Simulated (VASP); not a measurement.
# ZnS (P1) in VASP: electric field gradients with PBEsol

Aim: the electric field gradients of ZnS with PBEsol.

Program: VASP 6.6.1. These are calculated values, not measurements. Logs are shortened: lines on timing, memory, paths and dates and some standing lists are left out, and cuts for length are marked.

## (1) The cell of the first run

The typed cell holds 4 atoms: a = 3.812 Å, b = 3.762 Å, c = 6.235 Å, α = 89.36°, β = 88.27°, γ = 118.70°.

## (2) Electric field gradients, PBEsol (equal xy, yz and zx shear strains of +3 %)

Contents of INCAR:

```
PREC = Accurate
ENCUT = 520
EDIFF = 1E-8
ISMEAR = -1
SIGMA = 0.03
LREAL = F
LASPH = T
NELM = 80
ALGO = Normal
ISIF = 2
LWAVE = F
LCHARG = F
GGA = PS
LEFG = T
NBANDS = 26
```

Contents of KPOINTS:

```
Automatic mesh
0
Gamma
  8 8 5
```

Contents of POSCAR:

```
ZnS
1.0
    3.8109987816      0.0571649817      0.0571649817
   -1.8559930644      3.2718392677      0.0209238355
    0.0935100000      0.0935100000      6.2340000000
Zn S
2 2
Direct
    0.3333333333      0.6666666667      0.0000000000
    0.6666666667      0.3333333333      0.5000000000
    0.3333333333      0.6666666667      0.3850000000
    0.6666666667      0.3333333333      0.8850000000
```

Potentials or basis: VASP PAW PBE potentials, release 64 (Zn, S).

Command:

```
cat potpaw_PBE.64/Zn/POTCAR potpaw_PBE.64/S/POTCAR > POTCAR
mpirun -np 1 vasp_std > vasp.out
```

OUTCAR:

```text
PREC = Accurate
   ENCUT = 520
   EDIFF = 1E-8
   ISMEAR = -1
   LREAL = F
   LASPH = T
   NELM = 80
   ISIF = 2
   GGA = PS

 ion  position               nearest neighbor table
   1  0.333  0.667  0.000-   4 2.28   4 2.29   4 2.37   3 2.40
   2  0.667  0.333  0.500-   3 2.29   3 2.31   3 2.34   4 2.40
   3  0.333  0.667  0.385-   2 2.29   2 2.31   2 2.34   1 2.40
   4  0.667  0.333  0.885-   1 2.28   1 2.29   1 2.37   2 2.40

  LATTYP: Found a triclinic cell.
 ALAT       =     3.8614005892
 B/A-ratio  =     2.3160893807
 C/A-ratio  =     0.9871693112
 COS(alpha) =     0.0012395079
 COS(beta)  =     0.5194127996
 COS(gamma) =     0.6137347293

  Lattice vectors:

 A1 = (  -1.9550057172,  -3.3290042494,  -0.0780888172)
 A2 = (  -0.0055026528,  -6.5073335171,   6.1349873473)
 A3 = (  -3.8109987816,  -0.0571649817,  -0.0571649817)

Analysis of symmetry for initial positions (statically):
=====================================================================
 Subroutine PRICEL returns:
 Original cell was already a primitive cell.

 Routine SETGRP: Setting up the symmetry group for a
 triclinic supercell.

 Subroutine GETGRP returns: Found  1 space group operations
 (whereof  1 operations were pure point group operations)
 out of a pool of  2 trial point group operations.

The static configuration has the point symmetry C_1 .

Analysis of symmetry for dynamics (positions and initial velocities):
=====================================================================
 Subroutine PRICEL returns:
 Original cell was already a primitive cell.

 Routine SETGRP: Setting up the symmetry group for a
 triclinic supercell.

 Subroutine GETGRP returns: Found  1 space group operations
 (whereof  1 operations were pure point group operations)
 out of a pool of  2 trial point group operations.

The dynamic configuration has the point symmetry C_1 .

 Subroutine INISYM returns: Found  1 space group operations
 (whereof  1 operations are pure point group operations),
 and found     1 'primitive' translations

----------------------------------------------------------------------------------------

                                     Primitive cell

  volume of cell :      78.3583

  direct lattice vectors                    reciprocal lattice vectors
     3.810998782  0.057164982  0.057164982     0.260274943  0.147683456 -0.006119376
    -1.855993064  3.271839268  0.020923836    -0.004479694  0.303125970 -0.004479694
     0.093510000  0.093510000  6.234000000    -0.002371652 -0.002371652  0.160481801

  length of vectors
     3.811856160  3.761659242  6.235402492     0.299317384  0.303192165  0.160516846

  position of ions in fractional coordinates (direct lattice)
     0.333333333  0.666666667  0.000000000
     0.666666667  0.333333333  0.500000000
     0.333333333  0.666666667  0.385000000
     0.666666667  0.333333333  0.885000000

  ion indices of the primitive-cell ions
   primitive index   ion index
                 1           1
                 2           2
                 3           3
                 4           4

----------------------------------------------------------------------------------------

 KPOINTS: Automatic mesh

Automatic generation of k-mesh.
 Grid dimensions read from file:
 generate k-points for:    8    8    5

 Generating k-lattice:

  Cartesian coordinates                     Fractional coordinates (reciprocal lattice)
[... 39 lines left out ...]
  0.125000  0.375000 -0.000000      2.000000
  0.250000  0.375000 -0.000000      2.000000
 [... further k-points ...]
   k-points           NKPTS =    162   k-points in BZ     NKDIM =    162   number of bands    NBANDS=     26
   number of dos      NEDOS =    301   number of ions     NIONS =      4
   total plane-waves  NPLWV =  37632
   dimension x,y,z NGX =    28 NGY =   28 NGZ =   48
   dimension x,y,z NGXF=    56 NGYF=   56 NGZF=   96
   ions per type =               2   2
   NGX,Y,Z   is equivalent  to a cutoff of  12.21, 12.37, 12.80 a.u.
   NGXF,Y,Z  is equivalent  to a cutoff of  24.42, 24.75, 25.60 a.u.
 SYSTEM =  unknown system
   PREC   = accura    normal or accurate (medium, high low for compatibility)
   ISTART =      0    job   : 0-new  1-cont  2-samecut
   ICHARG =      2    charge: 1-file 2-atom 10-const
   ISPIN  =      1    spin polarized calculation?
   LNONCOLLINEAR =      F non collinear calculations
   LSORBIT =      F    spin-orbit coupling
   LASPH  =      T    aspherical Exc in radial PAW
   ENCUT  =  520.0 eV  38.22 Ry    6.18 a.u.   7.09  6.99 11.59*2*pi/ulx,y,z
   NELM   =     80;   NELMIN=  2; NELMDL= -5     # of ELM steps
   EDIFF  = 0.1E-07   stopping-criterion for ELM
   LREAL  =      F    real-space projection
   EDIFFG = 0.1E-06   stopping-criterion for IOM
   NSW    =      0    number of steps for IOM
   IBRION =     -1    ionic relax: 0-MD 1-quasi-New 2-CG
   NFREE  =      0    steps in history (QN), initial steepest desc. (CG)
   ISIF   =      2    stress and relaxation
   ISYM   =      2    0-nonsym 1-usesym 2-fastsym
   POTIM  = 0.5000    time-step for ionic-motion
   TEBEG  =    0.0;   TEEND  =   0.0 temperature during run
   PSTRESS=    0.0 pullay stress
   NELECT =      36.0000    total number of electrons
   NUPDOWN=      -1.0000    fix difference up-down
   EMIN   =  10.00;   EMAX   =-10.00  energy-range for DOS
   EFERMI =   0.00;   METHOD = LEGACY
   ISMEAR =    -1;   SIGMA  =   0.03  broadening in eV -4-tet -1-fermi 0-gaus
   EFERMI_NEDOS =   21; number of points for ismear=-14 and -15
   IALGO  =     38    algorithm
   IMIX   =      4    mixing-type and parameters
     AMIX     =   0.40;   BMIX     =  1.00
     AMIX_MAG =   1.60;   BMIX_MAG =  1.00
  volume/ion in A,a.u.               =      19.59       132.20
  Fermi-wavevector in a.u.,A,eV,Ry     =   1.263225  2.387149 21.711329  1.595738
  Thomas-Fermi vector in A             =   2.396593
   LORBIT       =      0    0 simple, 1 ext, 2 COOP (PROOUT), +10 PAW based schemes
   GGA     = PS    functional components
   LHFCALC =     F    Hartree Fock is set to
   AEXX    =    0.0000 exact exchange contribution
   IVDW    =     0    specifies the selected vdW correction
   LEPSILON=     F    determine dielectric tensor
   LRPA    =     F    only Hartree local field effects (RPA)
 non-spin polarized calculation
  energy-cutoff  :      520.00
  volume of cell :       78.36
 maximum number of plane-waves:      2126
   NGX = 15   NGY = 13   NGZ = 23

 number of electron      35.9999975 magnetization

 Free energy of the ion-electron system (eV)
  ---------------------------------------------------
  ext. energy  EPLUGINS =         0.00000000
  ---------------------------------------------------
  free energy    TOTEN  =       -15.11355910 eV

  energy without entropy =      -15.11355910  energy(sigma->0) =      -15.11355910

 E-fermi :   2.6985     XC(G=0):  -9.8736

 val. band max:        2.1307559307   @ k =   0.0000   0.0000   0.0000
 cond. band min:       4.1767740814   @ k =   0.0000   0.0000   0.0000
 fundamental gap:      2.0460181507
 Fermi energy:         2.6984603591

 k-point     1 :       0.0000    0.0000    0.0000
  band No.  band energies     occupation
      1     -11.1378      2.00000
      2     -10.1932      2.00000
      3      -4.3409      2.00000
      4      -4.3307      2.00000
      5      -4.2767      2.00000
      6      -4.2638      2.00000
[... 685 lines left out ...]
     25      11.5924      0.00000
     26      11.8334      0.00000

 [... further k-points ...]

------------------------ aborting loop because EDIFF is reached ----------------------------------------

  FORCE on cell =-STRESS in cart. coord.  units (eV):
  Direction    XX          YY          ZZ          XY          YZ          ZX
  --------------------------------------------------------------------------------------
  -------------------------------------------------------------------------------------
  Total       -0.1503194     -0.1643810     -1.1015335     -0.8471056     -0.5275285     -0.5295052
  in kB       -3.0735549     -3.3610683    -22.5228605    -17.3206190    -10.7862822    -10.8266986
  external PRESSURE =      -9.6524946 kB  Pullay stress =       0.0000000 kB

 VOLUME and BASIS-vectors are now :
 -----------------------------------------------------------------------------
  energy-cutoff  :      520.00
  volume of cell :       78.36
      direct lattice vectors                 reciprocal lattice vectors
     3.810998782  0.057164982  0.057164982     0.260274943  0.147683456 -0.006119376
    -1.855993064  3.271839268  0.020923836    -0.004479694  0.303125970 -0.004479694
     0.093510000  0.093510000  6.234000000    -0.002371652 -0.002371652  0.160481801

 POSITION                                       TOTAL-FORCE (eV/Angst)
 -----------------------------------------------------------------------------------
      0.03300      2.20028      0.03300        -0.248661     -0.088483      0.324505
      1.96876      1.17548      3.16208         0.052560     -0.104750      0.310292
      0.06901      2.23628      2.43309        -0.091519      0.105432     -0.305431
      2.00476      1.21148      5.56217         0.287620      0.087802     -0.329366
 -----------------------------------------------------------------------------------
    total drift:                                0.000013     -0.000121      0.000155

  FREE ENERGIE OF THE ION-ELECTRON SYSTEM (eV)
  ---------------------------------------------------
  free  energy   TOTEN  =       -15.1135590995 eV

  energy  without entropy=      -15.1135590995  energy(sigma->0) =      -15.11355910

 Electric field gradients (V/A^2)
---------------------------------------------------------------------
 ion       V_xx      V_yy      V_zz      V_xy      V_xz      V_yz
---------------------------------------------------------------------
   1      -3.805   -15.670    19.475    11.171     5.765    -0.239
   2     -15.579    -3.531    19.109    -0.781    -6.029    -0.040
   3       3.496     2.176    -5.673     5.610     6.384     4.926
   4       2.392     3.091    -5.483     4.603     3.430     4.874
---------------------------------------------------------------------

 Electric field gradients after diagonalization (V/A^2)
 (convention: |V_zz| > |V_xx| > |V_yy|)
----------------------------------------------------------------------
 ion       V_xx      V_yy      V_zz     asymmetry (V_yy - V_xx)/ V_zz
----------------------------------------------------------------------
   1      20.991     1.639   -22.631       0.855
   2     -16.643    -3.485    20.128       0.654
   3      -9.349    -2.776    12.124       0.542
   4      -7.878    -1.790     9.668       0.630
----------------------------------------------------------------------

           NMR quadrupolar parameters

 Cq : quadrupolar parameter    Cq=e*Q*V_zz/h
 eta: asymmetry parameters     (V_yy - V_xx)/ V_zz
 Q  : nuclear electric quadrupole moment in mb (millibarn)
----------------------------------------------------------------------
 ion       Cq(MHz)       eta       Q (mb)
----------------------------------------------------------------------
   1      -0.055       0.855       1.000
   2       0.049       0.654       1.000
   3       0.029       0.542       1.000
   4       0.023       0.630       1.000
----------------------------------------------------------------------
```

Wall time 4 min (1 thread of Intel Xeon Platinum 8375C at 2.90GHz (Ice Lake), shared host); peak memory 0.38 GiB.

Results:

```yaml
Free_energy: -15.1136 eV
Pressure: -1.0 GPa
Largest_force: 0.446 eV/Å
Band_gap_on_the_k_mesh: 2.05 eV, direct
```

Forces in eV/Å, atoms in the order of the input:
```
Zn  -0.249 -0.088  0.325
Zn   0.053 -0.105  0.310
S   -0.092  0.105 -0.305
S    0.288  0.088 -0.329
```

Stress tensor (GPa, compression positive):
```
-0.31 -1.73 -1.08
-1.73 -0.34 -1.08
-1.08 -1.08 -2.25
```

Electric field gradients, principal values (V/Å²):
```
atom   least   middle  greatest (by size)
1 Zn   1.639   20.991             -22.631
2 Zn  -3.485  -16.643              20.128
 3 S  -2.776   -9.349              12.124
 4 S  -1.790   -7.878               9.668
```

Caveat: the cell differs from its parent crystal (equal xy, yz and zx shear strains of +3 %); without QUAD_EFG the Cq values of the log hold for a quadrupole moment of 1 mb, not for the nuclei; the PAW data sets were made with another functional, which shifts forces and pressure a little.
